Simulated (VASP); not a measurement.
# Si (a cell with a defect) in VASP: relaxation of the atoms with PBE

Aim: the relaxation of the atoms of Si (a cell with a defect) with PBE.

Everything below comes from runs of VASP 6.6.1. Logs are shortened: lines on timing, memory, paths and dates and some standing lists are left out, and cuts for length are marked.

### 1 The cell of the first run

The cell holds a defect, 63 atoms: a = 10.860 Å, b = 10.860 Å, c = 10.860 Å, α = 90.00°, β = 90.00°, γ = 90.00°.

### 2 Relaxation of the atoms, PBE

Contents of INCAR:

```
PREC = Accurate
ENCUT = 520
EDIFF = 1E-6
ISMEAR = 0
SIGMA = 0.02
LREAL = Auto
LASPH = True
NELM = 100
ALGO = Normal
ISIF = 2
LWAVE = False
LCHARG = False
GGA = PE
IBRION = 2
NSW = 80
EDIFFG = -0.03
LUSENCCL = False
```

Contents of KPOINTS:

```
regular mesh
0
Gamma
  1 1 1
```

Contents of POSCAR:

```
Si
1.0
   10.8600000000      0.0000000000      0.0000000000
    0.0000000000     10.8600000000      0.0000000000
    0.0000000000      0.0000000000     10.8600000000
Si
63
Direct
    0.4979916000      0.0007925000      0.0036783000
    0.7544472000      0.2521652000     -0.0009193000
    0.8775324000      0.3746940000      0.1251009000
    0.7489433000      0.0004094000      0.2524353000
    0.8735445000      0.1234331000      0.3736842000
   -0.0043601000      0.0013840000      0.0037523000
    0.1249798000      0.1219861000      0.1305094000
    0.2485272000      0.2490261000     -0.0025705000
    0.3739986000      0.3768980000      0.1330786000
    0.5031519000      0.5022767000      0.0025827000
    0.6240426000      0.6243049000      0.1281555000
    0.7472338000      0.7564330000     -0.0026029000
    0.8703395000      0.8755467000      0.1204941000
    0.2519937000      0.0015167000      0.2527516000
    0.3749971000      0.1247645000      0.3735075000
    0.5073696000      0.2504014000      0.2491225000
    0.6199939000      0.3764656000      0.3774486000
    0.7469730000      0.5027162000      0.2505971000
    0.8723986000      0.6249047000      0.3757281000
    0.5037674000     -0.0009279000      0.4966319000
    0.6255368000      0.1217307000      0.6215714000
    0.7535913000      0.2545438000      0.4992436000
    0.8737753000      0.3771532000      0.6294158000
    0.7531254000      0.0002094000      0.7512089000
    0.8732470000      0.1222334000      0.8781072000
    0.0004200000      0.5046230000      0.0008167000
    0.1217545000      0.6244446000      0.1245774000
    0.2493629000      0.7542983000      0.0034109000
    0.3716088000      0.8760126000      0.1201887000
    0.0004165000      0.2516559000      0.2487512000
    0.1309030000      0.3762160000      0.3763289000
    0.2509011000      0.4976135000      0.2500245000
    0.3787325000      0.6238247000      0.3786302000
    0.5024735000      0.7547320000      0.2479415000
    0.6266784000      0.8744267000      0.3734397000
    0.0029993000     -0.0044042000      0.4997160000
    0.1247164000      0.1244863000      0.6223704000
    0.2473895000      0.2527164000      0.5032482000
    0.3736334000      0.3720087000      0.6270484000
    0.5028723000      0.5000901000      0.4984661000
    0.6234913000      0.6250346000      0.6279331000
    0.7500246000      0.7468086000      0.5027969000
    0.8791791000      0.8743121000      0.6234188000
    0.2538148000      0.0031883000      0.7504627000
    0.3720706000      0.1254263000      0.8715905000
    0.4974050000      0.2511409000      0.7553305000
    0.6281851000      0.3771482000      0.8761377000
    0.7545258000      0.4987094000      0.7470563000
    0.8757655000      0.6277071000      0.8741970000
    0.0010331000      0.7492599000      0.2525418000
    0.1218242000      0.8795574000      0.3763054000
   -0.0017475000      0.4983917000      0.4980636000
    0.1198658000      0.6231508000      0.6286324000
    0.2483589000      0.7496229000      0.5036198000
    0.3714659000      0.8790417000      0.6247510000
    0.0006278000      0.2516632000      0.7505802000
    0.1221077000      0.3791460000      0.8743552000
    0.2515392000      0.4994477000      0.7486147000
    0.3710511000      0.6251325000      0.8781443000
    0.5010768000      0.7482624000      0.7534194000
    0.6215473000      0.8721863000      0.8746483000
   -0.0024516000      0.7482194000      0.7510876000
    0.1241744000      0.8749034000      0.8775545000
```

Potentials or basis: VASP PAW PBE potentials, release 64 (Si).

Command:

```console
cat potpaw_PBE.64/Si/POTCAR > POTCAR
mpirun -np 1 vasp_gam > vasp.out
```

OUTCAR:

```text
PREC = Accurate
   ENCUT = 520
   EDIFF = 1E-6
   ISMEAR = 0
   LREAL = Auto
   LASPH = True
   NELM = 100
   ISIF = 2
   GGA = PE
   IBRION = 2
   NSW = 80
   EDIFFG = -0.03

 ion  position               nearest neighbor table
   1  0.498  0.001  0.004-  29 2.31  61 2.39  45 2.40
   2  0.754  0.252  0.999-  25 2.32   3 2.33  47 2.35
   3  0.878  0.375  0.125-  30 2.32   2 2.33  26 2.37  18 2.41
   4  0.749  0.000  0.252-   5 2.31  35 2.32  13 2.37
   5  0.874  0.123  0.374-   4 2.31  22 2.36  30 2.38  36 2.40
   6  0.996  0.001  0.004-  13 2.31  25 2.31   7 2.36  63 2.39
   7  0.125  0.122  0.131-  14 2.32  30 2.34   6 2.36   8 2.41
   8  0.249  0.249  0.997-  45 2.34  57 2.38   7 2.41   9 2.44
   9  0.374  0.377  0.133-  32 2.26  16 2.36  10 2.41   8 2.44
  10  0.503  0.502  0.003-  11 2.31  47 2.36  59 2.38   9 2.41
  11  0.624  0.624  0.128-  18 2.30  10 2.31  34 2.33  12 2.42
  12  0.747  0.756  0.997-  61 2.28  13 2.29  49 2.39  11 2.42
  13  0.870  0.876  0.120-  12 2.29   6 2.31   4 2.37  50 2.44
  14  0.252  0.002  0.253-  15 2.30   7 2.32  51 2.36  29 2.37
  15  0.375  0.125  0.374-  14 2.30  20 2.37  16 2.40  38 2.42
  16  0.507  0.250  0.249-  17 2.30   9 2.36  15 2.40
  17  0.620  0.376  0.377-  40 2.27  16 2.30  22 2.37  18 2.38
[... 44 lines left out ...]
  62  0.998  0.748  0.751-  49 2.29  53 2.32  43 2.33  63 2.38
  63  0.124  0.875  0.878-  28 2.33  62 2.38   6 2.39  44 2.41

  LATTYP: Found a simple cubic cell.
 ALAT       =    10.8600000000

  Lattice vectors:

 A1 = (  10.8600000000,   0.0000000000,   0.0000000000)
 A2 = (   0.0000000000,  10.8600000000,   0.0000000000)
 A3 = (   0.0000000000,   0.0000000000,  10.8600000000)

Analysis of symmetry for initial positions (statically):
=====================================================================
 Subroutine PRICEL returns:
 Original cell was already a primitive cell.

 Routine SETGRP: Setting up the symmetry group for a
 simple cubic supercell.

 Subroutine GETGRP returns: Found  1 space group operations
 (whereof  1 operations were pure point group operations)
 out of a pool of 48 trial point group operations.

The static configuration has the point symmetry C_1 .

Analysis of symmetry for dynamics (positions and initial velocities):
=====================================================================
 Subroutine PRICEL returns:
 Original cell was already a primitive cell.

 Routine SETGRP: Setting up the symmetry group for a
 simple cubic supercell.

 Subroutine GETGRP returns: Found  1 space group operations
 (whereof  1 operations were pure point group operations)
 out of a pool of 48 trial point group operations.

The dynamic configuration has the point symmetry C_1 .

 Subroutine INISYM returns: Found  1 space group operations
 (whereof  1 operations are pure point group operations),
 and found     1 'primitive' translations

----------------------------------------------------------------------------------------

                                     Primitive cell

  volume of cell :    1280.8241

  direct lattice vectors                    reciprocal lattice vectors
    10.860000000  0.000000000  0.000000000     0.092081031  0.000000000  0.000000000
     0.000000000 10.860000000  0.000000000     0.000000000  0.092081031  0.000000000
     0.000000000  0.000000000 10.860000000     0.000000000  0.000000000  0.092081031

  length of vectors
    10.860000000 10.860000000 10.860000000     0.092081031  0.092081031  0.092081031

  position of ions in fractional coordinates (direct lattice)
     0.497991600  0.000792500  0.003678300
     0.754447200  0.252165200  0.999080700
     0.877532400  0.374694000  0.125100900
     0.748943300  0.000409400  0.252435300
     0.873544500  0.123433100  0.373684200
     0.995639900  0.001384000  0.003752300
[... 55 lines left out ...]
     0.997548400  0.748219400  0.751087600
[... 86 lines left out ...]
  Shift w.r.t. Gamma in fractional coordinates (k-lattice)
     0.000000000  0.000000000  0.000000000

 Subroutine IBZKPT returns following result:
 ===========================================

 Found      1 irreducible k-points:

 Following reciprocal coordinates:
            Coordinates               Weight
  0.000000  0.000000  0.000000      1.000000
   k-points           NKPTS =      1   k-points in BZ     NKDIM =      1   number of bands    NBANDS=    158
   number of dos      NEDOS =    301   number of ions     NIONS =     63
   total plane-waves  NPLWV = 592704
   dimension x,y,z NGX =    84 NGY =   84 NGZ =   84
   dimension x,y,z NGXF=   168 NGYF=  168 NGZF=  168
   ions per type =              63
   NGX,Y,Z   is equivalent  to a cutoff of  12.86, 12.86, 12.86 a.u.
   NGXF,Y,Z  is equivalent  to a cutoff of  25.72, 25.72, 25.72 a.u.
 SYSTEM =  unknown system
   PREC   = accura    normal or accurate (medium, high low for compatibility)
   ISTART =      0    job   : 0-new  1-cont  2-samecut
   ICHARG =      2    charge: 1-file 2-atom 10-const
   ISPIN  =      1    spin polarized calculation?
   LNONCOLLINEAR =      F non collinear calculations
   LSORBIT =      F    spin-orbit coupling
   LASPH  =      T    aspherical Exc in radial PAW
   ENCUT  =  520.0 eV  38.22 Ry    6.18 a.u.  20.19 20.19 20.19*2*pi/ulx,y,z
   NELM   =    100;   NELMIN=  2; NELMDL= -5     # of ELM steps
   EDIFF  = 0.1E-05   stopping-criterion for ELM
   LREAL  =      T    real-space projection
   EDIFFG = -.3E-01   stopping-criterion for IOM
   NSW    =     80    number of steps for IOM
   IBRION =      2    ionic relax: 0-MD 1-quasi-New 2-CG
   NFREE  =      1    steps in history (QN), initial steepest desc. (CG)
   ISIF   =      2    stress and relaxation
   ISYM   =      2    0-nonsym 1-usesym 2-fastsym
   POTIM  = 0.5000    time-step for ionic-motion
   TEBEG  =    0.0;   TEEND  =   0.0 temperature during run
   PSTRESS=    0.0 pullay stress
   NELECT =     252.0000    total number of electrons
   NUPDOWN=      -1.0000    fix difference up-down
   EMIN   =  10.00;   EMAX   =-10.00  energy-range for DOS
   EFERMI =   0.00;   METHOD = LEGACY
   ISMEAR =     0;   SIGMA  =   0.02  broadening in eV -4-tet -1-fermi 0-gaus
   EFERMI_NEDOS =   21; number of points for ismear=-14 and -15
   IALGO  =     38    algorithm
   IMIX   =      4    mixing-type and parameters
     AMIX     =   0.40;   BMIX     =  1.00
     AMIX_MAG =   1.60;   BMIX_MAG =  1.00
  volume/ion in A,a.u.               =      20.33       137.20
  Fermi-wavevector in a.u.,A,eV,Ry     =   0.952164  1.799329 12.335269  0.906617
  Thomas-Fermi vector in A             =   2.080702
   LORBIT       =      0    0 simple, 1 ext, 2 COOP (PROOUT), +10 PAW based schemes
   GGA     = PE    functional components
   LHFCALC =     F    Hartree Fock is set to
   AEXX    =    0.0000 exact exchange contribution
   IVDW    =     0    specifies the selected vdW correction
   LEPSILON=     F    determine dielectric tensor
   LRPA    =     F    only Hartree local field effects (RPA)
 conjugate gradient relaxation of ions
 non-spin polarized calculation
 Gauss-broadening in eV      SIGMA  =   0.02
  energy-cutoff  :      520.00
  volume of cell :     1280.82
 maximum number of plane-waves:     17229
 NGX is ok and might be reduce to    84
   NGX = 41   NGY = 41   NGZ = 41

--------------------------------------- Ionic step        1  -------------------------------------------

 number of electron     252.0000000 magnetization

 Free energy of the ion-electron system (eV)
  ---------------------------------------------------
  ext. energy  EPLUGINS =         0.00000000
  ---------------------------------------------------
  free energy    TOTEN  =      -330.74898588 eV

  energy without entropy =     -330.72787008  energy(sigma->0) =     -330.73842798

------------------------ aborting loop because EDIFF is reached ----------------------------------------

  FORCE on cell =-STRESS in cart. coord.  units (eV):
  Direction    XX          YY          ZZ          XY          YZ          ZX
  --------------------------------------------------------------------------------------
  -------------------------------------------------------------------------------------
  Total       18.4514741     21.5097363     18.8103897      1.7489469      7.4713904      3.1193007
  in kB       23.0808700     26.9064371     23.5298360      2.1877501      9.3459303      3.9019199
  external PRESSURE =      24.5057144 kB  Pullay stress =       0.0000000 kB
[... 272 lines left out ...]
  FREE ENERGIE OF THE ION-ELECTRON SYSTEM (eV)
  ---------------------------------------------------
  free  energy   TOTEN  =      -331.7559773482 eV

  energy  without entropy=     -331.7279850061  energy(sigma->0) =     -331.74198118

[... ionic steps 4 to 13 ...]

--------------------------------------- Ionic step       14  -------------------------------------------

 number of electron     251.9999982 magnetization

------------------------ aborting loop because EDIFF is reached ----------------------------------------
[... 189 lines left out ...]
--------------------------------------- Ionic step       16  -------------------------------------------

 number of electron     251.9999982 magnetization

 Free energy of the ion-electron system (eV)
  ---------------------------------------------------
  ext. energy  EPLUGINS =         0.00000000
  ---------------------------------------------------
  free energy    TOTEN  =      -331.89870916 eV

  energy without entropy =     -331.86925284  energy(sigma->0) =     -331.88398100

 E-fermi :   6.3044     XC(G=0):  -9.3371

 val. band max:        5.4196925729   @ k =   0.0000   0.0000   0.0000
 cond. band min:       6.3051797021   @ k =   0.0000   0.0000   0.0000
 fundamental gap:      0.8854871291
 Fermi energy:         6.3043696270

 k-point     1 :       0.0000    0.0000    0.0000
  band No.  band energies     occupation
      1      -6.2081      2.00000
      2      -5.1592      2.00000
      3      -5.1565      2.00000
      4      -5.1484      2.00000
      5      -5.1469      2.00000
      6      -5.1460      2.00000
[... 130 lines left out ...]
    137       6.9165      0.00000
    138       6.9589      0.00000
 [bands above 138 left out]

------------------------ aborting loop because EDIFF is reached ----------------------------------------

  FORCE on cell =-STRESS in cart. coord.  units (eV):
  Direction    XX          YY          ZZ          XY          YZ          ZX
  --------------------------------------------------------------------------------------
  -------------------------------------------------------------------------------------
  Total       14.5989681     15.0242325     16.0176202      0.4724230     -0.0354536      0.1809051
  in kB       18.2617867     18.7937482     20.0363725      0.5909519     -0.0443488      0.2262935
  external PRESSURE =      19.0306358 kB  Pullay stress =       0.0000000 kB
[... 78 lines left out ...]
  FREE ENERGIE OF THE ION-ELECTRON SYSTEM (eV)
  ---------------------------------------------------
  free  energy   TOTEN  =      -331.8987091610 eV

  energy  without entropy=     -331.8692528353  energy(sigma->0) =     -331.88398100

 reached required accuracy - stopping structural energy minimisation
```

Run time: 6.9 min. Hardware: 1 × NVIDIA H100 80GB with 1 thread of Intel Xeon Platinum 8481C at 2.70GHz (Sapphire Rapids), shared host; peak memory 1.6 GiB.

Results:

* Free energy: -331.8987 eV
* Energy gained by relaxing: 18.2 meV/atom
* Ionic steps: 16
* Pressure after relaxing: 1.9 GPa
* Largest force after relaxing: 0.024 eV/Å

Forces on the atoms (eV/Å):
```
Si   0.004  0.005 -0.007
Si  -0.009 -0.009 -0.009
Si  -0.015 -0.009 -0.011
Si  -0.015  0.010  0.015
Si  -0.002 -0.012  0.008
Si  -0.004  0.006  0.007
Si   0.011  0.001  0.001
Si   0.010 -0.006 -0.001
Si   0.006 -0.008  0.004
Si  -0.003 -0.005 -0.002
Si   0.003  0.004 -0.002
Si  -0.001  0.001  0.003
Si  -0.018  0.008  0.002
Si   0.006  0.005 -0.003
Si  -0.005  0.001  0.004
Si   0.007 -0.001  0.013
Si  -0.005  0.008  0.008
Si  -0.002 -0.010 -0.003
Si  -0.003  0.001 -0.007
Si   0.000 -0.003 -0.006
Si   0.007  0.007  0.012
Si   0.003 -0.009 -0.006
Si   0.003 -0.007  0.002
Si   0.005  0.005 -0.008
Si  -0.010  0.006 -0.003
Si   0.002  0.001  0.008
Si  -0.006 -0.001  0.000
Si  -0.004 -0.002 -0.005
Si   0.007  0.019 -0.004
Si  -0.006 -0.001 -0.001
Si   0.003  0.004 -0.016
Si   0.003  0.001 -0.005
Si   0.001 -0.011 -0.005
Si  -0.004  0.003 -0.001
Si   0.001 -0.006  0.008
Si   0.002  0.000  0.004
Si   0.004 -0.009 -0.008
Si  -0.001  0.006  0.010
Si   0.002 -0.002  0.002
Si   0.004 -0.001  0.009
Si  -0.002 -0.001 -0.004
Si   0.002  0.004  0.000
Si  -0.004  0.005 -0.007
Si   0.001 -0.001 -0.008
Si  -0.003  0.005  0.002
Si  -0.001 -0.006  0.003
Si   0.001  0.003 -0.007
Si  -0.002 -0.003  0.004
Si  -0.004 -0.004  0.010
Si   0.006 -0.005 -0.017
Si   0.005 -0.002  0.006
Si   0.003  0.002 -0.004
Si   0.002 -0.001 -0.001
Si   0.004  0.003  0.004
Si   0.000 -0.001  0.009
Si  -0.004  0.005  0.002
Si   0.006 -0.004  0.005
Si   0.007  0.004 -0.001
Si   0.005  0.000  0.008
Si  -0.006 -0.003 -0.009
Si  -0.005  0.002 -0.007
Si   0.004 -0.002 -0.001
Si   0.005  0.006  0.004
```

Step by step:
```tsv
step	energy change (eV)	largest force (eV/Å)	pressure (GPa)
1	0.0000	1.7549	2.45
2	-1.0069	0.3580	2.19
3	-1.0070	0.3618	2.19
4	-1.0799	0.1552	2.15
5	-1.0875	0.1426	2.14
6	-1.1075	0.1356	2.11
7	-1.1148	0.1355	2.09
8	-1.1284	0.1314	2.06
9	-1.1319	0.1334	2.04
10	-1.1394	0.0989	2.01
11	-1.1402	0.0881	1.99
12	-1.1454	0.0480	1.96
13	-1.1462	0.0494	1.94
14	-1.1485	0.0380	1.91
15	-1.1485	0.0375	1.91
16	-1.1497	0.0237	1.90
```

Caveat: the k points lie up to 0.58 Å⁻¹ apart.
